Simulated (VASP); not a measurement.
# Ag (I4/mmm) in VASP: a series of runs

Runs on Ag. Level: r2SCAN. Tasks: single point.

Program: VASP 6.6.1. These are calculated values, not measurements. Logs are shortened: lines on timing, memory, paths and dates and some standing lists are left out, and cuts for length are marked.

## Step 1: The cell of the first run

Symmetry: I4/mmm, No. 139, tetragonal system. The conventional cell has a = 3.146 Å, b = 3.146 Å, c = 3.311 Å, α = 90.00°, β = 90.00°, γ = 90.00°. Ag (site symmetry 4/mmm) has 14 Ag at 2.77 to 3.31 Å within 3.7 Å.

## Step 2: Single point, r2SCAN (strain -0.0500 x Voigt [1, 1, 0, 0, 0, 0])

POSCAR

```
Ag
1.0
   -1.5728713000      1.5728713000      1.6556540000
    1.5728713000     -1.5728713000      1.6556540000
    1.5728713000      1.5728713000     -1.6556540000
Ag
1
Direct
    0.0000000000      0.0000000000      0.0000000000
```

INCAR.step1

```
SYSTEM = Ag
  ALGO = Normal
  EDIFF = 1E-4
  ENCUT = 520
  GGA = PE
  ISMEAR = 0
  LASPH = .TRUE.
  LCHARG = .FALSE.
  LREAL = .FALSE.
  LWAVE = .TRUE.
  NBANDS = 12
  NELM = 60
  PREC = Accurate
  SIGMA = 0.15
```

INCAR.step2

```
SYSTEM = Ag
  ALGO = Normal
  EDIFF = 1E-6
  ENCUT = 520
  ISIF = 2
  ISMEAR = 0
  ISTART = 1
  LASPH = .TRUE.
  LCHARG = .TRUE.
  LELF = .TRUE.
  LMIXTAU = .TRUE.
  LREAL = .FALSE.
  LVHAR = .TRUE.
  LWAVE = .FALSE.
  METAGGA = R2SCAN
  NBANDS = 12
  NELM = 60
  PREC = Accurate
  SIGMA = 0.15
```

KPOINTS

```
k-points
0
G
  20 20 20
  0 0 0
```

Potentials or basis: VASP PAW PBE potentials, release 64 (Ag).

Started as:

```console
$ cat potpaw_PBE.64/Ag/POTCAR > POTCAR
$ cp INCAR.step1 INCAR
$ mpirun -np 1 vasp_std > vasp.out
$ cp INCAR.step2 INCAR
$ mpirun -np 1 vasp_std > vasp.out
```

OUTCAR:

```text
SYSTEM = Ag
   EDIFF = 1E-6
   ENCUT = 520
   ISIF = 2
   ISMEAR = 0
   ISTART = 1
   LASPH = .TRUE.
   LREAL = .FALSE.
   METAGGA = R2SCAN
   NELM = 60
   PREC = Accurate

 ion  position               nearest neighbor table
   1  0.000  0.000  0.000-

  LATTYP: Found a body centered tetragonal cell.
 ALAT       =     3.1457426000
 C/A-ratio  =     1.0526315789

  Lattice vectors:

 A1 = (  -1.5728713000,   1.5728713000,   1.6556540000)
 A2 = (   1.5728713000,  -1.5728713000,   1.6556540000)
 A3 = (   1.5728713000,   1.5728713000,  -1.6556540000)

Analysis of symmetry for initial positions (statically):
=====================================================================
 Subroutine PRICEL returns:
 Original cell was already a primitive cell.

 Routine SETGRP: Setting up the symmetry group for a
 body centered tetragonal supercell.

 Subroutine GETGRP returns: Found 16 space group operations
 (whereof 16 operations were pure point group operations)
 out of a pool of 16 trial point group operations.

The static configuration has the point symmetry D_4h.

Analysis of symmetry for dynamics (positions and initial velocities):
=====================================================================
 Subroutine PRICEL returns:
 Original cell was already a primitive cell.

 Routine SETGRP: Setting up the symmetry group for a
 body centered tetragonal supercell.

 Subroutine GETGRP returns: Found 16 space group operations
 (whereof 16 operations were pure point group operations)
 out of a pool of 16 trial point group operations.

The dynamic configuration has the point symmetry D_4h.

 Subroutine INISYM returns: Found 16 space group operations
 (whereof 16 operations are pure point group operations),
 and found     1 'primitive' translations

----------------------------------------------------------------------------------------

                                     Primitive cell

  volume of cell :      16.3838

  direct lattice vectors                    reciprocal lattice vectors
    -1.572871300  1.572871300  1.655654000     0.000000000  0.317889963  0.301995465
     1.572871300 -1.572871300  1.655654000     0.317889963  0.000000000  0.301995465
     1.572871300  1.572871300 -1.655654000     0.317889963  0.317889963  0.000000000

  length of vectors
     2.772911542  2.772911542  2.772911542     0.438469258  0.438469258  0.449564298

  position of ions in fractional coordinates (direct lattice)
     0.000000000  0.000000000  0.000000000

  ion indices of the primitive-cell ions
   primitive index   ion index
                 1           1

----------------------------------------------------------------------------------------

 KPOINTS: k-points

Automatic generation of k-mesh.
 Grid dimensions read from file:
 generate k-points for:   20   20   20

 Generating k-lattice:

  Cartesian coordinates                     Fractional coordinates (reciprocal lattice)
     0.000000000  0.015894498  0.015099773     0.050000000  0.000000000 -0.000000000
     0.015894498  0.000000000  0.015099773     0.000000000  0.050000000 -0.000000000
     0.015894498  0.015894498  0.000000000     0.000000000  0.000000000  0.050000000

  Length of vectors
     0.021923463  0.021923463  0.022478215

  Shift w.r.t. Gamma in fractional coordinates (k-lattice)
     0.000000000  0.000000000  0.000000000

 Subroutine IBZKPT returns following result:
 ===========================================

 Found    641 irreducible k-points:

 Following reciprocal coordinates:
            Coordinates               Weight
  0.000000  0.000000  0.000000      1.000000
  0.050000 -0.000000  0.000000      8.000000
  0.100000  0.000000  0.000000      8.000000
  0.150000 -0.000000  0.000000      8.000000
  0.200000  0.000000  0.000000      8.000000
  0.250000 -0.000000  0.000000      8.000000
[... 16 lines left out ...]
 -0.400000  0.050000  0.000000     16.000000
 -0.350000  0.050000 -0.000000     16.000000
 [... further k-points ...]
   k-points           NKPTS =    641   k-points in BZ     NKDIM =    641   number of bands    NBANDS=     12
   number of dos      NEDOS =    301   number of ions     NIONS =      1
   total plane-waves  NPLWV =  13824
   dimension x,y,z NGX =    24 NGY =   24 NGZ =   24
   dimension x,y,z NGXF=    48 NGYF=   48 NGZF=   48
   ions per type =               1
   NGX,Y,Z   is equivalent  to a cutoff of  14.39, 14.39, 14.39 a.u.
   NGXF,Y,Z  is equivalent  to a cutoff of  28.78, 28.78, 28.78 a.u.
 SYSTEM =  Ag
   PREC   = accura    normal or accurate (medium, high low for compatibility)
   ISTART =      1    job   : 0-new  1-cont  2-samecut
   ICHARG =      0    charge: 1-file 2-atom 10-const
   ISPIN  =      1    spin polarized calculation?
   LNONCOLLINEAR =      F non collinear calculations
   LSORBIT =      F    spin-orbit coupling
   LASPH  =      T    aspherical Exc in radial PAW
   ENCUT  =  520.0 eV  38.22 Ry    6.18 a.u.   5.16  5.16  5.16*2*pi/ulx,y,z
   NELM   =     60;   NELMIN=  2; NELMDL=  0     # of ELM steps
   EDIFF  = 0.1E-05   stopping-criterion for ELM
   LREAL  =      F    real-space projection
   EDIFFG = 0.1E-04   stopping-criterion for IOM
   NSW    =      0    number of steps for IOM
   IBRION =     -1    ionic relax: 0-MD 1-quasi-New 2-CG
   NFREE  =      0    steps in history (QN), initial steepest desc. (CG)
   ISIF   =      2    stress and relaxation
   ISYM   =      2    0-nonsym 1-usesym 2-fastsym
   POTIM  = 0.5000    time-step for ionic-motion
   TEBEG  =    0.0;   TEEND  =   0.0 temperature during run
   PSTRESS=    0.0 pullay stress
   NELECT =      11.0000    total number of electrons
   NUPDOWN=      -1.0000    fix difference up-down
   EMIN   =  10.00;   EMAX   =-10.00  energy-range for DOS
   EFERMI =   0.00;   METHOD = LEGACY
   ISMEAR =     0;   SIGMA  =   0.15  broadening in eV -4-tet -1-fermi 0-gaus
   EFERMI_NEDOS =   21; number of points for ismear=-14 and -15
   IALGO  =     38    algorithm
   IMIX   =      4    mixing-type and parameters
     AMIX     =   0.40;   BMIX     =  1.00
     AMIX_MAG =   1.60;   BMIX_MAG =  1.00
  volume/ion in A,a.u.               =      16.38       110.56
  Fermi-wavevector in a.u.,A,eV,Ry     =   1.433509  2.708939 27.959264  2.054948
  Thomas-Fermi vector in A             =   2.553019
   LORBIT       =      0    0 simple, 1 ext, 2 COOP (PROOUT), +10 PAW based schemes
   METAGGA = R2SCAN    functional components
   LHFCALC =     F    Hartree Fock is set to
   AEXX    =    0.0000 exact exchange contribution
   IVDW    =     0    specifies the selected vdW correction
   LEPSILON=     F    determine dielectric tensor
   LRPA    =     F    only Hartree local field effects (RPA)
 non-spin polarized calculation
 Gauss-broadening in eV      SIGMA  =   0.15
  energy-cutoff  :      520.00
  volume of cell :       16.38
 maximum number of plane-waves:       458
 NGX is ok and might be reduce to    24
   NGX = 11   NGY = 11   NGZ = 11

 number of electron      10.9999999 magnetization

 Free energy of the ion-electron system (eV)
  ---------------------------------------------------
  ext. energy  EPLUGINS =         0.00000000
  ---------------------------------------------------
  free energy    TOTEN  =       -21.30127665 eV

  energy without entropy =      -21.29714341  energy(sigma->0) =      -21.29921003

 E-fermi :   9.0422     XC(G=0): -13.2496

 val. band max:        9.0380363120   @ k =  -0.0500   0.5000   0.0500
 cond. band min:       9.0636472949   @ k =  -0.2000   0.4500   0.1000
 fundamental gap:      0.0256109829
 Fermi energy:         9.0422360895

 k-point     1 :       0.0000    0.0000    0.0000
  band No.  band energies     occupation
      1       0.7329      2.00000
      2       3.5070      2.00000
      3       3.5070      2.00000
      4       3.7526      2.00000
      5       4.8727      2.00000
      6       5.1451      2.00000
      7      27.2832      0.00000
      8      28.1867      0.00000
      9      28.1867      0.00000
     10      34.0114      0.00000
     11      34.7192      0.00000
     12      34.8356      0.00000

 k-point     2 :       0.0500   -0.0000    0.0000
  band No.  band energies     occupation
      1       0.8203      2.00000
      2       3.5120      2.00000
      3       3.5199      2.00000
      4       3.7692      2.00000
      5       4.8567      2.00000
      6       5.1354      2.00000
      7      27.2110      0.00000
      8      28.0411      0.00000
      9      28.2518      0.00000
     10      32.9478      0.00000
     11      33.8600      0.00000
     12      34.9868      0.00000

 k-point     3 :       0.1000    0.0000    0.0000
  band No.  band energies     occupation
      1       1.0739      2.00000
      2       3.5102      2.00000
      3       3.5288      2.00000
      4       3.8675      2.00000
      5       4.8123      2.00000
      6       5.1144      2.00000
      7      26.7274      0.00000
      8      27.6894      0.00000
      9      28.4379      0.00000
     10      31.9183      0.00000
     11      32.6513      0.00000
     12      33.6145      0.00000
[... 286 lines left out ...]
 k-point    23 :      -0.4000    0.0500    0.0000
  band No.  band energies     occupation
      1       2.1698      2.00000
      2       2.9435      2.00000
      3       4.7242      2.00000
      4       5.1204      2.00000
      5       5.5114      2.00000
      6       6.8492      2.00000
      7      16.4865      0.00000
      8      23.8364      0.00000
      9      25.6615      0.00000
     10      30.3873      0.00000
     11      32.1220      0.00000
     12      34.0626      0.00000

 k-point    24 :      -0.3500    0.0500   -0.0000
  band No.  band energies     occupation
      1       2.2608      2.00000
      2       3.0397      2.00000
      3       4.6876      2.00000
      4       4.8902      2.00000
      5       5.2166      2.00000
      6       5.8659      2.00000
      7      18.4439      0.00000
      8      24.4253      0.00000
      9      26.5654      0.00000
     10      30.1079      0.00000
     11      31.9805      0.00000
     12      33.6063      0.00000

 [... further k-points ...]
[... 5 lines left out ...]
  --------------------------------------------------------------------------------------
  -------------------------------------------------------------------------------------
  Total        0.7381683      0.7381683      0.8464196      0.0000000      0.0000000      0.0000000
  in kB       72.1855061     72.1855061     82.7714130      0.0000000      0.0000000      0.0000000
  external PRESSURE =      75.7141417 kB  Pullay stress =       0.0000000 kB

 VOLUME and BASIS-vectors are now :
 -----------------------------------------------------------------------------
  energy-cutoff  :      520.00
  volume of cell :       16.38
      direct lattice vectors                 reciprocal lattice vectors
    -1.572871300  1.572871300  1.655654000     0.000000000  0.317889963  0.301995465
     1.572871300 -1.572871300  1.655654000     0.317889963  0.000000000  0.301995465
     1.572871300  1.572871300 -1.655654000     0.317889963  0.317889963  0.000000000

 POSITION                                       TOTAL-FORCE (eV/Angst)
 -----------------------------------------------------------------------------------
      0.00000      0.00000      0.00000        -0.000000     -0.000000      0.000000
 -----------------------------------------------------------------------------------
    total drift:                                0.000000      0.000000      0.000000

  FREE ENERGIE OF THE ION-ELECTRON SYSTEM (eV)
  ---------------------------------------------------
  free  energy   TOTEN  =       -21.3012766505 eV

  energy  without entropy=      -21.2971434094  energy(sigma->0) =      -21.29921003
```

It took 3.9 min on 1 thread of Intel Xeon Platinum 8375C at 2.90GHz (Ice Lake), shared host; peak memory 0.24 GiB.

Results:

| Property | Result |
| --- | --- |
| Free energy | -21.3013 eV |
| Pressure | 7.6 GPa |
| Band gap on the k mesh | zero (an odd number of electrons rules out a gap without spin polarisation) |

Stress tensor (GPa, compression positive):
```
7.22 0.00 0.00
0.00 7.22 0.00
0.00 0.00 8.28
```

Levels at points of the mesh, in eV from the Fermi level:
| k point | band 2 | band 3 | band 4 | band 5 | band 6 | band 7 | band 8 | band 9 | band 10 | band 11 |
| --- | --- | --- | --- | --- | --- | --- | --- | --- | --- | --- |
| (0.00, 0.00, 0.00) | -5.54 | -5.54 | -5.29 | -4.17 | -3.90 | 18.24 | 19.14 | 19.14 | 24.97 | 25.68 |
| (0.50, 0.00, 0.00) | -6.22 | -4.24 | -3.85 | -2.92 | -0.24 | 4.34 | 14.32 | 15.93 | 21.52 | 23.02 |
| (0.50, 0.50, 0.00) | -6.51 | -3.88 | -3.79 | -2.86 | 0.09 | 4.88 | 13.50 | 14.67 | 20.60 | 21.70 |
| (0.50, 0.50, 0.50) | -7.05 | -3.22 | -3.13 | -3.13 | 6.31 | 7.89 | 7.89 | 13.03 | 14.71 | 14.83 |

Caveat: the cell differs from its parent crystal (strain -0.0500 x Voigt [1, 1, 0, 0, 0, 0]); the cell stands under pressure; the PAW data sets were made with another functional, which shifts forces and pressure a little.

[end of part 1 of 2]
